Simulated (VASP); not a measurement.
# Te (P6_3/mmc) in VASP: notebook, part 2 of 2

VASP 6.6.1.

### 3 Single point, RPBE (volume scaled by 1.08)

INCAR

```
PREC = Accurate ; ENCUT = 520
EDIFF = 1E-6 ; ISMEAR = -1
SIGMA = 0.1 ; LREAL = False
LASPH = True ; NELM = 80
ALGO = Normal ; ISIF = 2
LWAVE = False ; LCHARG = False
GGA = RP ; NBANDS = 20
```

KPOINTS

```
regular mesh
0
Gamma
  10 10 5
```

POSCAR

```
Te
1.0
    4.4313484439      0.0000000000      0.0000000000
   -2.2156742219      3.8376603255      0.0000000000
    0.0000000000      0.0000000000      8.5186658230
Te
4
Direct
    1.0000000000      1.0000000000      0.0000000000
    1.0000000000      1.0000000000      0.5000000000
    0.3333333333      0.6666666667      0.2500000000
    0.6666666667      0.3333333333      0.7500000000
```

Potentials or basis: VASP PAW PBE potentials, release 64 (Te).

Command:

```console
> cat potpaw_PBE.64/Te/POTCAR > POTCAR
> mpirun -np 1 vasp_std > vasp.out
```

OUTCAR:

```text
PREC = Accurate
   ENCUT = 520
   EDIFF = 1E-6
   ISMEAR = -1
   LREAL = False
   LASPH = True
   NELM = 80
   ISIF = 2
   GGA = RP

 ion  position               nearest neighbor table
   1  0.000  0.000  0.000-   3 3.33   4 3.33   4 3.33   3 3.33   4 3.33   3 3.33
   2  0.000  0.000  0.500-   3 3.33   4 3.33   4 3.33   3 3.33   4 3.33   3 3.33
   3  0.333  0.667  0.250-   1 3.33   2 3.33   1 3.33   2 3.33   1 3.33   2 3.33
   4  0.667  0.333  0.750-   1 3.33   2 3.33   1 3.33   2 3.33   1 3.33   2 3.33

  LATTYP: Found a hexagonal cell.
 ALAT       =     4.4313484439
 C/A-ratio  =     1.9223642489

  Lattice vectors:

 A1 = (   4.4313484439,   0.0000000000,   0.0000000000)
 A2 = (  -2.2156742219,   3.8376603255,   0.0000000000)
 A3 = (   0.0000000000,   0.0000000000,   8.5186658230)

Analysis of symmetry for initial positions (statically):
=====================================================================
 Subroutine PRICEL returns:
 Original cell was already a primitive cell.

 Routine SETGRP: Setting up the symmetry group for a
 hexagonal supercell.

 Subroutine GETGRP returns: Found 24 space group operations
 (whereof 12 operations were pure point group operations)
 out of a pool of 24 trial point group operations.

The static configuration has the point symmetry D_3d.
 The point group associated with its full space group is D_6h.

Analysis of symmetry for dynamics (positions and initial velocities):
=====================================================================
 Subroutine PRICEL returns:
 Original cell was already a primitive cell.

 Routine SETGRP: Setting up the symmetry group for a
 hexagonal supercell.

 Subroutine GETGRP returns: Found 24 space group operations
 (whereof 12 operations were pure point group operations)
 out of a pool of 24 trial point group operations.

The dynamic configuration has the point symmetry D_3d.
 The point group associated with its full space group is D_6h.
[... 115 lines left out ...]
   NUPDOWN=      -1.0000    fix difference up-down
   EMIN   =  10.00;   EMAX   =-10.00  energy-range for DOS
   EFERMI =   0.00;   METHOD = LEGACY
   ISMEAR =    -1;   SIGMA  =   0.10  broadening in eV -4-tet -1-fermi 0-gaus
   EFERMI_NEDOS =   21; number of points for ismear=-14 and -15
   IALGO  =     38    algorithm
   IMIX   =      4    mixing-type and parameters
     AMIX     =   0.40;   BMIX     =  1.00
     AMIX_MAG =   1.60;   BMIX_MAG =  1.00
  volume/ion in A,a.u.               =      36.22       244.41
  Fermi-wavevector in a.u.,A,eV,Ry     =   0.899126  1.699102 10.999326  0.808428
  Thomas-Fermi vector in A             =   2.021921
   LORBIT       =      0    0 simple, 1 ext, 2 COOP (PROOUT), +10 PAW based schemes
   GGA     = RP    functional components
   LHFCALC =     F    Hartree Fock is set to
   AEXX    =    0.0000 exact exchange contribution
   IVDW    =     0    specifies the selected vdW correction
   LEPSILON=     F    determine dielectric tensor
   LRPA    =     F    only Hartree local field effects (RPA)
 non-spin polarized calculation
  energy-cutoff  :      520.00
  volume of cell :      144.87
 maximum number of plane-waves:      3922
 NGX is ok and might be reduce to    36
   NGX = 17   NGY = 17   NGZ = 31

 number of electron      24.0000000 magnetization

 Free energy of the ion-electron system (eV)
  ---------------------------------------------------
  ext. energy  EPLUGINS =         0.00000000
  ---------------------------------------------------
  free energy    TOTEN  =       -10.49098443 eV

  energy without entropy =      -10.39426980  energy(sigma->0) =      -10.44262712

 E-fermi :   5.2674     XC(G=0):  -8.7383

 val. band max:        5.2631563607   @ k =   0.4000   0.2000   0.0000
 cond. band min:       5.2872529433   @ k =   0.3000   0.1000   0.4000
 fundamental gap:      0.0240965826
 Fermi energy:         5.2674412516

 k-point     1 :       0.0000    0.0000    0.0000
  band No.  band energies     occupation
      1      -7.5794      2.00000
      2      -6.0321      2.00000
      3      -5.9425      2.00000
      4      -3.4472      2.00000
      5       1.9115      2.00000
      6       3.0498      2.00000
[... 541 lines left out ...]
     19      12.4650      0.00000
     20      12.9823      0.00000

 [... further k-points ...]
[... 5 lines left out ...]
  --------------------------------------------------------------------------------------
  -------------------------------------------------------------------------------------
  Total       -2.3156442     -2.3156442     -2.9826036     -0.0000000      0.0000000      0.0000000
  in kB      -25.6099306    -25.6099306    -32.9861864     -0.0000000      0.0000000      0.0000000
  external PRESSURE =     -28.0686825 kB  Pullay stress =       0.0000000 kB

 VOLUME and BASIS-vectors are now :
 -----------------------------------------------------------------------------
  energy-cutoff  :      520.00
  volume of cell :      144.87
      direct lattice vectors                 reciprocal lattice vectors
     4.431348444  0.000000000  0.000000000     0.225664944  0.130287716  0.000000000
    -2.215674222  3.837660325  0.000000000     0.000000000  0.260575433  0.000000000
     0.000000000  0.000000000  8.518665823     0.000000000  0.000000000  0.117389274

 POSITION                                       TOTAL-FORCE (eV/Angst)
 -----------------------------------------------------------------------------------
      0.00000      0.00000      0.00000        -0.000000      0.000000      0.000000
      0.00000      0.00000      4.25933        -0.000000      0.000000      0.000000
     -0.00000      2.55844      2.12967         0.000000     -0.000000     -0.000000
      2.21567      1.27922      6.38900        -0.000000      0.000000      0.000000
 -----------------------------------------------------------------------------------
    total drift:                               -0.000000      0.000000     -0.000000

  FREE ENERGIE OF THE ION-ELECTRON SYSTEM (eV)
  ---------------------------------------------------
  free  energy   TOTEN  =       -10.4909844337 eV

  energy  without entropy=      -10.3942698037  energy(sigma->0) =      -10.44262712
```

OSZICAR:

```text
N       E                     dE             d eps       ncg     rms          rms(c)
DAV:   1     0.980144541932E+02    0.98014E+02   -0.85629E+03  1680   0.944E+02
DAV:   2    -0.361402278765E+01   -0.10163E+03   -0.99343E+02  2340   0.144E+02
DAV:   3    -0.103391098168E+02   -0.67251E+01   -0.66749E+01  2072   0.383E+01
DAV:   4    -0.104689181661E+02   -0.12981E+00   -0.12974E+00  2148   0.621E+00
DAV:   5    -0.104713377816E+02   -0.24196E-02   -0.24196E-02  2052   0.852E-01    0.108E+01
DAV:   6    -0.104802773835E+02   -0.89396E-02   -0.14191E-02  1940   0.625E-01    0.669E+00
DAV:   7    -0.104907320966E+02   -0.10455E-01   -0.27010E-02  1860   0.850E-01    0.371E-01
DAV:   8    -0.104908494039E+02   -0.11731E-03   -0.77045E-04  1992   0.155E-01    0.244E-01
DAV:   9    -0.104909659166E+02   -0.11651E-03   -0.58268E-04  1888   0.123E-01    0.185E-01
DAV:  10    -0.104909688392E+02   -0.29227E-05   -0.30269E-05  1972   0.324E-02    0.279E-02
DAV:  11    -0.104909819434E+02   -0.13104E-04   -0.22012E-05  1896   0.227E-02    0.538E-03
DAV:  12    -0.104909831776E+02   -0.12343E-05   -0.61049E-07  1396   0.409E-03    0.324E-03
DAV:  13    -0.104909844161E+02   -0.12385E-05   -0.26002E-06  1828   0.814E-03    0.138E-03
DAV:  14    -0.104909844337E+02   -0.17551E-07   -0.23269E-08  1192   0.803E-04
   1 F= -.10490984E+02 E0= -.10442627E+02  d E =-.967146E-01
```

stdout:

```text
POSCAR found type information on POSCAR Te
 POSCAR found :  1 types and       4 ions
 scaLAPACK will be used
 -----------------------------------------------------------------------------
|                                                                             |
|                                                                             |
|     You enforced a specific xc type in the INCAR file but a different       |
|     I HOPE YOU KNOW WHAT YOU ARE DOING!                                     |
|                                                                             |
 -----------------------------------------------------------------------------

 LDA part: xc-table for (Slater+PW92), standard interpolation
 POSCAR, INCAR and KPOINTS ok, starting setup
 FFT: planning ... GRIDC
 FFT: planning ... GRID_SOFT
 FFT: planning ... GRID
 WAVECAR not read
 entering main loop
```

Wall time 52 s (1 thread of Intel Xeon 6975P-C (Granite Rapids), shared host); peak memory 0.31 GiB.

What came out:

```
Free energy            : -10.4910 eV
Pressure               : -2.8 GPa
Band gap on the k mesh : zero (band 12 reaches 5.60 eV, above the bottom of band 13 at 4.01 eV)
```

Levels at points of the mesh, in eV from the Fermi level:
| k point | band 9 | band 10 | band 11 | band 12 | band 13 | band 14 | band 15 | band 16 |
| --- | --- | --- | --- | --- | --- | --- | --- | --- |
| (0.00, 0.00, 0.00) | -1.16 | -1.16 | -0.96 | -0.83 | -0.83 | 0.68 | 0.68 | 1.97 |
| (0.50, 0.00, 0.00) | -1.73 | -1.71 | -1.50 | -1.44 | -1.26 | 1.72 | 1.82 | 2.43 |

Caveat: the cell differs from its parent crystal (volume scaled by 1.08); the PAW data sets were made with another functional, which shifts forces and pressure a little; spin-orbit coupling is left out, which moves the levels of the heavy elements.

### 4 Single point, RPBE (volume scaled by 1.12)

INCAR

```
PREC     = Accurate       # precision mode
ENCUT    = 520            # plane-wave cutoff, eV
EDIFF    = 1E-6           # SCF threshold, eV
ISMEAR   = -1             # smearing method
SIGMA    = 0.1            # smearing width, eV
LREAL    = False          # projectors in reciprocal space
LASPH    = True           # aspherical terms in the spheres
NELM     = 100            # most SCF steps
ALGO     = Normal         # electronic algorithm
ISIF     = 2              # what is computed and relaxed
LWAVE    = False          # write WAVECAR
LCHARG   = False          # write CHGCAR
GGA      = RP             # functional
NBANDS   = 20             # bands
```

KPOINTS is that of step 3.

POSCAR

```
Te
1.0
    4.4853946051      0.0000000000      0.0000000000
   -2.2426973025      3.8844656741      0.0000000000
    0.0000000000      0.0000000000      8.6225622311
Te
4
Direct
    1.0000000000      1.0000000000      0.0000000000
    1.0000000000      1.0000000000      0.5000000000
    0.3333333333      0.6666666667      0.2500000000
    0.6666666667      0.3333333333      0.7500000000
```

Potentials or basis: VASP PAW PBE potentials, release 64 (Te).

Command:

```console
> cat potpaw_PBE.64/Te/POTCAR > POTCAR
> mpirun -np 1 vasp_std > vasp.out
```

OUTCAR:

```text
PREC = Accurate
   ENCUT = 520
   EDIFF = 1E-6
   ISMEAR = -1
   LREAL = False
   LASPH = True
   NELM = 100
   ISIF = 2
   GGA = RP

 ion  position               nearest neighbor table
   1  0.000  0.000  0.000-   3 3.37   4 3.37   4 3.37   3 3.37   4 3.37   3 3.37
   2  0.000  0.000  0.500-   3 3.37   4 3.37   4 3.37   3 3.37   4 3.37   3 3.37
   3  0.333  0.667  0.250-   1 3.37   2 3.37   1 3.37   2 3.37   1 3.37   2 3.37
   4  0.667  0.333  0.750-   1 3.37   2 3.37   1 3.37   2 3.37   1 3.37   2 3.37

  LATTYP: Found a hexagonal cell.
 ALAT       =     4.4853946051
[... 747 lines left out ...]
 [... further k-points ...]
[... 5 lines left out ...]
  --------------------------------------------------------------------------------------
  -------------------------------------------------------------------------------------
  Total       -3.1669109     -3.1669109     -4.2411422     -0.0000000      0.0000000     -0.0000000
  in kB      -33.7736615    -33.7736615    -45.2298487     -0.0000000      0.0000000     -0.0000000
  external PRESSURE =     -37.5923905 kB  Pullay stress =       0.0000000 kB

 VOLUME and BASIS-vectors are now :
 -----------------------------------------------------------------------------
  energy-cutoff  :      520.00
  volume of cell :      150.23
      direct lattice vectors                 reciprocal lattice vectors
     4.485394605  0.000000000  0.000000000     0.222945825  0.128717832  0.000000000
    -2.242697302  3.884465674  0.000000000     0.000000000  0.257435664  0.000000000
     0.000000000  0.000000000  8.622562231     0.000000000  0.000000000  0.115974808

 POSITION                                       TOTAL-FORCE (eV/Angst)
 -----------------------------------------------------------------------------------
      0.00000      0.00000      0.00000        -0.000000      0.000000      0.000000
      0.00000      0.00000      4.31128        -0.000000      0.000000      0.000000
     -0.00000      2.58964      2.15564         0.000000     -0.000000     -0.000000
      2.24270      1.29482      6.46692         0.000000      0.000000      0.000000
 -----------------------------------------------------------------------------------
    total drift:                               -0.000000      0.000000     -0.000000

  FREE ENERGIE OF THE ION-ELECTRON SYSTEM (eV)
  ---------------------------------------------------
  free  energy   TOTEN  =       -10.3804272831 eV

  energy  without entropy=      -10.2804407071  energy(sigma->0) =      -10.33043400
```

stdout:

```text
POSCAR found type information on POSCAR Te
 POSCAR found :  1 types and       4 ions
 scaLAPACK will be used
 -----------------------------------------------------------------------------
|                                                                             |
|                                                                             |
|     You enforced a specific xc type in the INCAR file but a different       |
|     I HOPE YOU KNOW WHAT YOU ARE DOING!                                     |
|                                                                             |
 -----------------------------------------------------------------------------

 LDA part: xc-table for (Slater+PW92), standard interpolation
 POSCAR, INCAR and KPOINTS ok, starting setup
 FFT: planning ... GRIDC
 FFT: planning ... GRID_SOFT
 FFT: planning ... GRID
 WAVECAR not read
 entering main loop
```

Run time: 52 s. Hardware: 1 thread of Intel Xeon 6975P-C (Granite Rapids), shared host; peak memory 0.31 GiB.

Results:

| Quantity | Value |
| --- | --- |
| Free energy | -10.3804 eV |
| Pressure | -3.8 GPa |
| Band gap on the k mesh | zero (band 12 reaches 5.15 eV, above the bottom of band 13 at 3.66 eV) |

Levels at points of the mesh, in eV from the Fermi level:
```
           k point  band 8  band 9  band 10  band 11  band 12  band 13  band 14  band 15  band 16  band 17
(0.00, 0.00, 0.00)   -1.34   -1.09    -1.09    -0.98    -0.79    -0.79     0.66     0.66     1.87     3.80
(0.50, 0.00, 0.00)   -1.90   -1.66    -1.65    -1.42    -1.36    -1.19     1.67     1.72     2.30     3.57
```

Caveat: the cell differs from its parent crystal (volume scaled by 1.12); the PAW data sets were made with another functional, which shifts forces and pressure a little; spin-orbit coupling is left out, which moves the levels of the heavy elements.

### 5 Relaxation of cell and atoms, RPBE

This run uses another cell than the first one, of 28.84 Å³/atom, 0.827 times its volume.

INCAR

```
SYSTEM = Te
  PREC = Accurate
  ENCUT = 600
  EDIFF = 1E-6
  ISMEAR = -1
  SIGMA = 0.1
  LREAL = .FALSE.
  LASPH = .TRUE.
  NELM = 80
  ALGO = Normal
  ISIF = 3
  LWAVE = .FALSE.
  LCHARG = .FALSE.
  GGA = RP
  IBRION = 2
  NSW = 80
  EDIFFG = -0.01
```

KPOINTS

```
Automatic mesh
0
G
  11 11 3
  0 0 0
```

POSCAR

```
Te
1.0
    3.4420649897      0.0000000000      0.0000000000
   -1.7210324948      2.9809157225      0.0000000000
    0.0000000000      0.0000000000     11.2417842562
Te
4
Direct
    0.0000000000      0.0000000000      0.0000000000
    0.0000000000      0.0000000000      0.5000000000
    0.3333333333      0.6666666667      0.2500000000
    0.6666666667      0.3333333333      0.7500000000
```

Command:

```console
> cat potpaw_PBE.64/Te/POTCAR > POTCAR
> mpirun -np 1 vasp_std > vasp.out
```

It took 4.8 min on 1 thread of Intel Xeon 6975P-C (Granite Rapids), shared host; peak memory 0.29 GiB.

The run converged. Its results:

```yaml
Free_energy: -10.5403 eV
Relaxed_volume: 33.44 Å³/atom
Relaxed_cell: a = 4.313 Å, b = 4.313 Å, c = 8.303 Å, α = 90.00°, β = 90.00°, γ = 120.00°
Space_group_after_relaxing_to_0.05_Å: P6_3/mmc (No. 194)
Energy_gained_by_relaxing: 286.0 meV/atom
Ionic_steps: 16
Pressure_after_relaxing: 0.0 GPa
Band_gap_on_the_k_mesh: zero (band 12 reaches 6.64 eV, above the bottom of band 13 at 4.98 eV)
```

Step by step:
| step | energy change (eV) | largest force (eV/Å) | pressure (GPa) | volume (Å³) |
| --- | --- | --- | --- | --- |
| 1 | 0.0000 | 0.0000 | 0.27 | 115.35 |
| 2 | -0.0183 | 0.0000 | -0.13 | 116.16 |
| 3 | -0.0879 | 0.0000 | -0.84 | 118.48 |
| 4 | -0.4132 | 0.0000 | -1.43 | 122.55 |
| 5 | -1.0505 | 0.0000 | -0.10 | 128.08 |
| 6 | -0.4848 | 0.0000 | 5.12 | 126.20 |
| 7 | -0.8324 | 0.0000 | 3.49 | 128.79 |
| 8 | -1.1163 | 0.0000 | 1.72 | 129.57 |
| 9 | -1.1300 | 0.0000 | 0.77 | 132.81 |
| 10 | -1.1304 | 0.0000 | 0.54 | 133.67 |
| 11 | -1.1345 | 0.0000 | 0.45 | 133.67 |
| 12 | -1.1424 | 0.0000 | 0.21 | 133.64 |
| 13 | -1.1382 | 0.0000 | -0.26 | 133.45 |
| 14 | -1.1439 | 0.0000 | 0.05 | 133.60 |
| 15 | -1.1439 | 0.0000 | 0.06 | 133.60 |
| 16 | -1.1439 | 0.0000 | 0.02 | 133.75 |

Final structure:
```yaml
crystal:
  lattice:
    - [4.31287, 0.00000, 0.00000]
    - [-2.15643, 3.73505, 0.00000]
    - [0.00000, 0.00000, 8.30266]
  atoms:
    - { symbol: Te, position: [0.00000, 0.00000, 0.00000] }
    - { symbol: Te, position: [0.00000, 0.00000, 0.50000] }
    - { symbol: Te, position: [0.33333, 0.66667, 0.25000] }
    - { symbol: Te, position: [0.66667, 0.33333, 0.75000] }
```

Levels at points of the mesh, in eV from the Fermi level:
```tsv
k point	band 10	band 11	band 12	band 13	band 14	band 15
(0.00, 0.00, 0.00)	-1.26	-0.88	-0.88	-0.85	0.76	0.76
```

Caveat: the volume moved by over 15 % at a fixed basis, so the end points are rough; the PAW data sets were made with another functional, which shifts forces and pressure a little; spin-orbit coupling is left out, which moves the levels of the heavy elements.

### 6 Overview

```csv
task,cell,k mesh,cutoff (eV),gap on the mesh (eV),pressure (GPa)
single point,"a = 4.376, b = 4.376, c = 8.412 Å, angles 90.0, 90.0, 120.0°, 4 atoms",10 × 10 × 5,520,none,-1.6
single point,"a = 4.431, b = 4.431, c = 8.519 Å, angles 90.0, 90.0, 120.0°, 4 atoms",10 × 10 × 5,520,none,-2.8
single point,"a = 4.485, b = 4.485, c = 8.623 Å, angles 90.0, 90.0, 120.0°, 4 atoms",10 × 10 × 5,520,none,-3.8
relaxation of cell and atoms,"relaxed from a = 3.442, b = 3.442, c = 11.242 Å, angles 90.0, 90.0, 120.0°, 4 atoms",11 × 11 × 3,600,none,0.0
```

Alike in all rows: level RPBE; potentials or basis VASP PAW PBE potentials, release 64 (Te); no spin polarisation; smearing fermi-dirac 0.1 eV.

Caveats: the PAW data sets were made with another functional, which shifts forces and pressure a little; spin-orbit coupling is left out, which moves the levels of the heavy elements; the volume moved by over 15 % at a fixed basis, so the end points are rough (some runs).

Absolute energies hang on the potentials; compare differences alone.
